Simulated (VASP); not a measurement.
The system is Ni.

```xyz
1
Lattice="0.0000 1.7671 1.7671 1.7671 0.0000 1.7671 1.7671 1.7671 0.0000" Properties=species:S:1:pos:R:3 pbc="T T T"
Ni    0.0000    0.0000    0.0000
```

Base run:

| Property | Result |
| --- | --- |
| Program | VASP 6.6.1 |
| Functional | r2SCAN |
| Potentials or basis | VASP PAW PBE potentials, release 64 (Ni) |
| Cutoff | 520 eV |
| k mesh | 11 × 11 × 11 |
| Occupations | fermi-dirac, width 0.05 eV |
| Spin | collinear spin, ferromagnetic start |
| Starting moments | [0.54] μB |
| Fixed moment | 0.54 μB |

Its results: pressure -10.0 GPa; site moments Ni +0.57 μB.

Task: After a change of settings the same cell gave: pressure 13.8 GPa; site moments Ni +1.80 μB. Which change was it?
A. fixed moment from 0.54 μB to none; moments at the start from [0.54] to [2.0]
B. fixed moment from 0.54 μB to 1.9 μB; moments at the start from [0.54] to [1.9]
C. fixed moment from 0.54 μB to 1.36 μB; moments at the start from [0.54] to [1.36]
D. fixed moment from 0.54 μB to 1.09 μB; moments at the start from [0.54] to [1.09]

Result: B.

Caveats: the PAW data sets were made with another functional, which shifts forces and pressure a little; the total moment is fixed, so each spin has its own Fermi level.
